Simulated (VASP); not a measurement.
Runs of VASP 6.6.1 on Br. The structure is that of space group I4/mmm (No. 139), or close to it. The cells are those of the table. 

```tsv
level	cell	k mesh	gap on the mesh (eV)	pressure (GPa)
PBEsol	a = 4.105 Å, angles 139.4, 139.4, 58.7°, 1 atom	18 × 18 × 18	none	(a)
PBEsol	a = 4.123 Å, angles 137.5, 137.5, 61.7°, 1 atom	20 × 20 × 20	none	-4.5
PBEsol	a = 4.405 Å, angles 142.1, 142.1, 54.6°, 1 atom	18 × 18 × 18	none	(b)
r2SCAN	a = 4.276 Å, angles 141.3, 141.3, 55.9°, 1 atom	20 × 20 × 20	none	0.6
PBEsol	a = 4.206 Å, angles 139.9, 139.9, 58.0°, 1 atom	20 × 20 × 20	none	-2.3
```

Alike in all rows: task single point; potentials or basis VASP PAW PBE potentials, release 64 (Br); no spin polarisation; cutoff (eV) 520; smearing gaussian 0.1 eV.

Task: Estimate the missing entries.

Result: (a) -1.1; (b) -1.5.

Caveats: the PAW data sets were made with another functional, which shifts forces and pressure a little; an odd number of electrons without spin polarisation forces a metal; a magnetic or distorted state may lie lower; the cell stands under tension (at least some runs).

A k mesh can miss the band edges, and the runs leave out spin-orbit coupling on Br.

A gap of «none» marks levels without a gap at the run's occupations.
